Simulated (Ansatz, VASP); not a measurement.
**KGeF3: VASP beside Ansatz**

```
K Ge F
1.0
     4.49722    0.00000    0.00000
     0.00000    4.49722    0.00000
     0.00000    0.00000    4.49722
K Ge F
1 1 3
Direct
  0.00000 0.00000 0.00000
  0.50000 0.50000 0.50000
  0.50000 0.50000 0.00000
  0.50000 0.00000 0.50000
  0.00000 0.50000 0.50000
```

Change from the starting cell: hydrostatic strain +2.5%.

Alike in both runs: task single point; functional PBE; k mesh 6 × 6 × 6; occupations fermi-dirac, width 0.02 eV; no spin polarisation.

|  | VASP | Ansatz |
| --- | --- | --- |
| version | VASP 6.6.1 | Ansatz 0.2.0 |
| potentials or method | VASP PAW PBE potentials, release 64 (K_sv, Ge_d, F) | plane waves, PAW |
| plane-wave cutoff (eV) | 520 | 420 |
| valence electrons in the cell | 44 | 44 |

VASP gave:

* gap on the k mesh at the Fermi level (eV): 2.11
* pressure (GPa): -1.6

Question: What did Ansatz give for the same quantities?

Answer: gap on the k mesh at the Fermi level (eV): 2.12; pressure (GPa): -1.5.

The functional is the same, so the differences come from potentials, cutoffs and numerics.
